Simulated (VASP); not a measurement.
# EuZrF4 (P4/mmm) in VASP: single point with PBE

Aim: the single point of EuZrF4 with PBE.

Program: VASP 6.6.1. These are calculated values, not measurements. Logs are shortened: lines on timing, memory, paths and dates and some standing lists are left out, and cuts for length are marked.

### 1 The cell of the first run

The structure is tetragonal, space group P4/mmm (No. 123). Conventional cell: a = 4.192 Å, b = 4.192 Å, c = 5.956 Å, α = 90.00°, β = 90.00°, γ = 90.00°. Within 3.4 Å of Eu (site symmetry 4/mmm) lie 8 F at 2.60 Å. Zr (site symmetry 4/mmm) has 8 F at 2.54 Å within 3.4 Å. Within 3.4 Å of F (site symmetry 2mm) lie 2 Zr at 2.54 Å and 2 Eu at 2.60 Å and 6 F at 2.88 to 3.07 Å.

The cell was generated, and may not be a known phase.

### 2 Single point, PBE, collinear spin, ferromagnetic start

File INCAR:

```
SYSTEM = EuZrF4
PREC = Accurate
ENCUT = 520
EDIFF = 1E-6
ISMEAR = 0
SIGMA = 0.1
LREAL = .FALSE.
LASPH = .TRUE.
NELM = 150
ALGO = Normal
ISIF = 2
LWAVE = .FALSE.
LCHARG = .FALSE.
ISPIN = 2
MAGMOM = 7 0 0 0 0 0
LORBIT = 11
LMAXMIX = 6
GGA = PE
NBANDS = 42
```

File KPOINTS:

```
regular mesh
0
G
  4 4 4
  0 0 0
```

File POSCAR:

```
EuZrF4
1.0
    4.1917020300      0.0000000000      0.0000000000
    0.0000000000      4.1917020300      0.0000000000
    0.0000000000      0.0000000000      5.9557960500
Eu Zr F
1 1 4
Direct
    0.5000000000      0.5000000000      0.0000000000
    0.0000000000      0.0000000000      0.5000000000
    0.0000000000      0.5000000000      0.2579450000
    0.5000000000      0.0000000000      0.2579450000
    0.0000000000      0.5000000000      0.7420550000
    0.5000000000      0.0000000000      0.7420550000
```

Potentials or basis: VASP PAW PBE potentials, release 64 (Eu, Zr_sv, F).

Launch:

```sh
$ cat potpaw_PBE.64/Eu/POTCAR potpaw_PBE.64/Zr_sv/POTCAR potpaw_PBE.64/F/POTCAR > POTCAR
$ mpirun -np 1 vasp_std > vasp.out
```

OUTCAR:

```text
SYSTEM = EuZrF4
   PREC = Accurate
   ENCUT = 520
   EDIFF = 1E-6
   ISMEAR = 0
   LREAL = .FALSE.
   LASPH = .TRUE.
   NELM = 150
   ISIF = 2
   ISPIN = 2
   LORBIT = 11
   GGA = PE

 ion  position               nearest neighbor table
   1  0.500  0.500  0.000-   3 2.60   4 2.60   5 2.60   6 2.60   4 2.60   6 2.60   3 2.60   5 2.60

   2  0.000  0.000  0.500-   3 2.54   4 2.54   5 2.54   6 2.54   3 2.54   5 2.54   4 2.54   6 2.54

   3  0.000  0.500  0.258-   2 2.54   2 2.54   1 2.60   1 2.60
   4  0.500  0.000  0.258-   2 2.54   2 2.54   1 2.60   1 2.60
   5  0.000  0.500  0.742-   2 2.54   2 2.54   1 2.60   1 2.60
   6  0.500  0.000  0.742-   2 2.54   2 2.54   1 2.60   1 2.60

  LATTYP: Found a simple tetragonal cell.
 ALAT       =     4.1917020300
 C/A-ratio  =     1.4208538697

  Lattice vectors:

 A1 = (   4.1917020300,   0.0000000000,   0.0000000000)
 A2 = (   0.0000000000,   4.1917020300,   0.0000000000)
 A3 = (   0.0000000000,   0.0000000000,   5.9557960500)

Analysis of symmetry for initial positions (statically):
=====================================================================
 Subroutine PRICEL returns:
 Original cell was already a primitive cell.

 Routine SETGRP: Setting up the symmetry group for a
 simple tetragonal supercell.

 Subroutine GETGRP returns: Found 16 space group operations
 (whereof 16 operations were pure point group operations)
 out of a pool of 16 trial point group operations.

The static configuration has the point symmetry D_4h.

Analysis of symmetry for dynamics (positions and initial velocities):
=====================================================================
 Subroutine PRICEL returns:
 Original cell was already a primitive cell.

 Routine SETGRP: Setting up the symmetry group for a
 simple tetragonal supercell.

 Subroutine GETGRP returns: Found 16 space group operations
 (whereof 16 operations were pure point group operations)
 out of a pool of 16 trial point group operations.

The dynamic configuration has the point symmetry D_4h.

Analysis of structural, dynamic, and magnetic symmetry:
=====================================================================
 Subroutine PRICEL returns:
 Original cell was already a primitive cell.

 Routine SETGRP: Setting up the symmetry group for a
 simple tetragonal supercell.

 Subroutine GETGRP returns: Found 16 space group operations
 (whereof 16 operations were pure point group operations)
 out of a pool of 16 trial point group operations.

The overall configuration has the point symmetry D_4h.

 Subroutine INISYM returns: Found 16 space group operations
 (whereof 16 operations are pure point group operations),
 and found     1 'primitive' translations

----------------------------------------------------------------------------------------

                                     Primitive cell

  volume of cell :     104.6455

  direct lattice vectors                    reciprocal lattice vectors
     4.191702030  0.000000000  0.000000000     0.238566576  0.000000000  0.000000000
     0.000000000  4.191702030  0.000000000     0.000000000  0.238566576  0.000000000
     0.000000000  0.000000000  5.955796050     0.000000000  0.000000000  0.167903668

  length of vectors
     4.191702030  4.191702030  5.955796050     0.238566576  0.238566576  0.167903668

  position of ions in fractional coordinates (direct lattice)
     0.500000000  0.500000000  0.000000000
     0.000000000  0.000000000  0.500000000
     0.000000000  0.500000000  0.257945000
     0.500000000  0.000000000  0.257945000
     0.000000000  0.500000000  0.742055000
     0.500000000  0.000000000  0.742055000

  ion indices of the primitive-cell ions
   primitive index   ion index
[... 34 lines left out ...]
            Coordinates               Weight
  0.000000  0.000000  0.000000      1.000000
  0.250000  0.000000  0.000000      4.000000
  0.500000  0.000000  0.000000      2.000000
  0.250000  0.250000  0.000000      4.000000
  0.500000  0.250000  0.000000      4.000000
  0.500000  0.500000  0.000000      1.000000
[... 10 lines left out ...]
  0.500000  0.250000  0.500000      4.000000
  0.500000  0.500000  0.500000      1.000000
   k-points           NKPTS =     18   k-points in BZ     NKDIM =     18   number of bands    NBANDS=     42
   number of dos      NEDOS =    301   number of ions     NIONS =      6
   total plane-waves  NPLWV =  49152
   dimension x,y,z NGX =    32 NGY =   32 NGZ =   48
   dimension x,y,z NGXF=    64 NGYF=   64 NGZF=   96
   ions per type =               1   1   4
   NGX,Y,Z   is equivalent  to a cutoff of  12.69, 12.69, 13.40 a.u.
   NGXF,Y,Z  is equivalent  to a cutoff of  25.38, 25.38, 26.80 a.u.
 SYSTEM =  EuZrF4
   PREC   = accura    normal or accurate (medium, high low for compatibility)
   ISTART =      0    job   : 0-new  1-cont  2-samecut
   ICHARG =      2    charge: 1-file 2-atom 10-const
   ISPIN  =      2    spin polarized calculation?
   LNONCOLLINEAR =      F non collinear calculations
   LSORBIT =      F    spin-orbit coupling
   LASPH  =      T    aspherical Exc in radial PAW
   ENCUT  =  520.0 eV  38.22 Ry    6.18 a.u.   7.79  7.79 11.07*2*pi/ulx,y,z
   NELM   =    150;   NELMIN=  2; NELMDL= -5     # of ELM steps
   EDIFF  = 0.1E-05   stopping-criterion for ELM
   LREAL  =      F    real-space projection
   EDIFFG = 0.1E-04   stopping-criterion for IOM
   NSW    =      0    number of steps for IOM
   IBRION =     -1    ionic relax: 0-MD 1-quasi-New 2-CG
   NFREE  =      0    steps in history (QN), initial steepest desc. (CG)
   ISIF   =      2    stress and relaxation
   ISYM   =      2    0-nonsym 1-usesym 2-fastsym
   POTIM  = 0.5000    time-step for ionic-motion
   TEBEG  =    0.0;   TEEND  =   0.0 temperature during run
   PSTRESS=    0.0 pullay stress
   NELECT =      57.0000    total number of electrons
   NUPDOWN=      -1.0000    fix difference up-down
   EMIN   =  10.00;   EMAX   =-10.00  energy-range for DOS
   EFERMI =   0.00;   METHOD = LEGACY
   ISMEAR =     0;   SIGMA  =   0.10  broadening in eV -4-tet -1-fermi 0-gaus
   EFERMI_NEDOS =   21; number of points for ismear=-14 and -15
   IALGO  =     38    algorithm
   IMIX   =      4    mixing-type and parameters
     AMIX     =   0.40;   BMIX     =  1.00
     AMIX_MAG =   1.60;   BMIX_MAG =  1.00
  volume/ion in A,a.u.               =      17.44       117.70
  Fermi-wavevector in a.u.,A,eV,Ry     =   1.336984  2.526534 24.320774  1.787526
  Thomas-Fermi vector in A             =   2.465568
   LORBIT       =     11    0 simple, 1 ext, 2 COOP (PROOUT), +10 PAW based schemes
   GGA     = PE    functional components
   LHFCALC =     F    Hartree Fock is set to
   AEXX    =    0.0000 exact exchange contribution
   IVDW    =     0    specifies the selected vdW correction
   LEPSILON=     F    determine dielectric tensor
   LRPA    =     F    only Hartree local field effects (RPA)
 spin polarized calculation
 Gauss-broadening in eV      SIGMA  =   0.10
  energy-cutoff  :      520.00
  volume of cell :      104.65
 maximum number of plane-waves:      2848
 NGX is ok and might be reduce to    32
   NGX = 15   NGY = 15   NGZ = 23

 number of electron      56.9999980 magnetization       8.9674078

 Free energy of the ion-electron system (eV)
  ---------------------------------------------------
  ext. energy  EPLUGINS =         0.00000000
  ---------------------------------------------------
  free energy    TOTEN  =       -45.39018496 eV

  energy without entropy =      -45.37973235  energy(sigma->0) =      -45.38495865

 E-fermi :   4.8519     XC(G=0):  -9.3380

 val. band max:        4.7614860810   @ k =   0.5000   0.5000   0.0000
 cond. band min:       4.9993329215   @ k =   0.2500   0.0000   0.0000
 fundamental gap:      0.2378468405
 Fermi energy:         4.8519273156

 spin component 1

 k-point     1 :       0.0000    0.0000    0.0000
  band No.  band energies     occupation
      1     -45.9752      1.00000
      2     -37.0701      1.00000
      3     -24.1751      1.00000
      4     -24.0440      1.00000
      5     -24.0438      1.00000
      6     -20.8882      1.00000
[... 763 lines left out ...]
     39       7.9632      0.00000
     40       8.2583      0.00000
 Fermi energy:         4.8519273156

 spin component 2

 k-point     1 :       0.0000    0.0000    0.0000
  band No.  band energies     occupation
      1     -45.0984      1.00000
      2     -33.9474      1.00000
      3     -23.2108      1.00000
      4     -23.0016      1.00000
      5     -23.0016      1.00000
      6     -20.8537      1.00000
[... 763 lines left out ...]
     39       9.4458      0.00000
     40       9.5751      0.00000
 [bands above 40 left out]

------------------------ aborting loop because EDIFF is reached ----------------------------------------

  FORCE on cell =-STRESS in cart. coord.  units (eV):
  Direction    XX          YY          ZZ          XY          YZ          ZX
  --------------------------------------------------------------------------------------
  -------------------------------------------------------------------------------------
  Total       -5.1508186     -5.1508186     -6.1568506      0.0000000     -0.0000000      0.0000000
  in kB      -78.8617151    -78.8617151    -94.2645875      0.0000000     -0.0000000      0.0000000
  external PRESSURE =     -83.9960059 kB  Pullay stress =       0.0000000 kB

 VOLUME and BASIS-vectors are now :
 -----------------------------------------------------------------------------
  energy-cutoff  :      520.00
  volume of cell :      104.65
      direct lattice vectors                 reciprocal lattice vectors
     4.191702030  0.000000000  0.000000000     0.238566576  0.000000000  0.000000000
     0.000000000  4.191702030  0.000000000     0.000000000  0.238566576  0.000000000
     0.000000000  0.000000000  5.955796050     0.000000000  0.000000000  0.167903668

 POSITION                                       TOTAL-FORCE (eV/Angst)
 -----------------------------------------------------------------------------------
      2.09585      2.09585      0.00000        -0.000000     -0.000000      0.000000
      0.00000      0.00000      2.97790        -0.000000     -0.000000      0.000000
      0.00000      2.09585      1.53627        -0.000000     -0.000000      0.352356
      2.09585      0.00000      1.53627         0.000000      0.000000      0.352356
      0.00000      2.09585      4.41953         0.000000     -0.000000     -0.352356
      2.09585      0.00000      4.41953        -0.000000      0.000000     -0.352356
 -----------------------------------------------------------------------------------
    total drift:                                0.000000     -0.000000     -0.000000

  FREE ENERGIE OF THE ION-ELECTRON SYSTEM (eV)
  ---------------------------------------------------
  free  energy   TOTEN  =       -45.3901849632 eV

  energy  without entropy=      -45.3797323462  energy(sigma->0) =      -45.38495865

 total charge

# of ion       s       p       d       f       tot
--------------------------------------------------
    1        2.014   5.783   0.166   6.801  14.763
    2        2.058   5.911   1.632   0.000   9.602
    3        1.733   4.339   0.000   0.000   6.072
    4        1.733   4.339   0.000   0.000   6.072
    5        1.733   4.339   0.000   0.000   6.072
    6        1.733   4.339   0.000   0.000   6.072
--------------------------------------------------
tot         11.004  29.049   1.798   6.801  48.652

 magnetization (x)

# of ion       s       p       d       f       tot
--------------------------------------------------
    1       -0.018  -0.123   0.027   6.767   6.654
    2        0.013   0.005   1.381   0.000   1.399
    3        0.001   0.006   0.000   0.000   0.007
    4        0.001   0.006   0.000   0.000   0.007
    5        0.001   0.006   0.000   0.000   0.007
    6        0.001   0.006   0.000   0.000   0.007
--------------------------------------------------
tot         -0.001  -0.093   1.408   6.767   8.081
```

Run time: 9.2 min. Hardware: 1 thread of Intel Xeon Platinum 8375C at 2.90GHz (Ice Lake), shared host; peak memory 0.34 GiB.

Results:

```
Free energy                                           : -45.3902 eV
Pressure                                              : -8.4 GPa
Largest force                                         : 0.352 eV/Å
Band gap on the k mesh                                : zero (filled and empty bands overlap)
Net moment                                            : 8.97 μB per cell
Site moments                                          : Eu +6.65; Zr +1.40; F +0.01 μB
Valence electrons inside the program's atomic spheres : Eu 14.76; Zr 9.60; F 6.07
```

Forces on the atoms (eV/Å):
```
Eu   0.000  0.000  0.000
Zr   0.000  0.000  0.000
F    0.000  0.000  0.352
F    0.000  0.000  0.352
F    0.000  0.000 -0.352
F    0.000  0.000 -0.352
```

Levels at points of the mesh, in eV from the Fermi level:
Spin up:
```csv
k point,band 30,band 31,band 32,band 33,band 34,band 35,band 36,band 37
"(0.00, 0.00, 0.00)",-0.23,-0.19,-0.18,-0.18,-0.12,1.00,1.70,1.90
"(0.50, 0.00, 0.00)",-0.19,-0.17,-0.13,-0.13,1.06,1.09,1.71,1.83
"(0.50, 0.50, 0.00)",-0.22,-0.22,-0.22,-0.09,0.75,0.75,1.65,1.77
"(0.00, 0.00, 0.50)",-0.18,-0.18,-0.15,-0.09,0.74,0.80,1.45,1.90
"(0.50, 0.00, 0.50)",-0.24,-0.23,-0.17,-0.13,0.81,1.19,1.81,2.65
"(0.50, 0.50, 0.50)",-0.22,-0.13,-0.13,-0.09,0.82,0.82,1.05,1.78
```
Spin down:
| k point | band 21 | band 22 | band 23 | band 24 | band 25 | band 26 | band 27 | band 28 |
| --- | --- | --- | --- | --- | --- | --- | --- | --- |
| (0.00, 0.00, 0.00) | -6.51 | -6.48 | -6.48 | -6.39 | -0.19 | 1.00 | 1.66 | 1.80 |
| (0.50, 0.00, 0.00) | -6.90 | -6.88 | -6.54 | -6.44 | 1.08 | 1.74 | 1.76 | 1.93 |
| (0.50, 0.50, 0.00) | -6.65 | -6.52 | -6.41 | -6.31 | 1.01 | 1.02 | 1.46 | 1.46 |
| (0.00, 0.00, 0.50) | -6.56 | -6.56 | -6.43 | -6.43 | 1.26 | 1.33 | 1.65 | 1.86 |
| (0.50, 0.00, 0.50) | -7.06 | -6.79 | -6.77 | -6.70 | 1.49 | 1.59 | 1.74 | 1.93 |
| (0.50, 0.50, 0.50) | -6.70 | -6.46 | -6.45 | -6.39 | 1.09 | 1.52 | 1.52 | 1.72 |

Caveat: the k points lie up to 0.37 Å⁻¹ apart; spin-orbit coupling is left out, which moves the levels of the heavy elements; a cell with one magnetic atom can't hold antiferromagnetic order, which such compounds often take; semilocal functionals describe open f shells poorly, which spoils levels, moments and volumes. With open d or f shells a metallic result of PBE can be an artefact of self-interaction; +U or a hybrid may open a gap.

The gap in the log of VASP goes by the Fermi energy; the results here count the filled bands.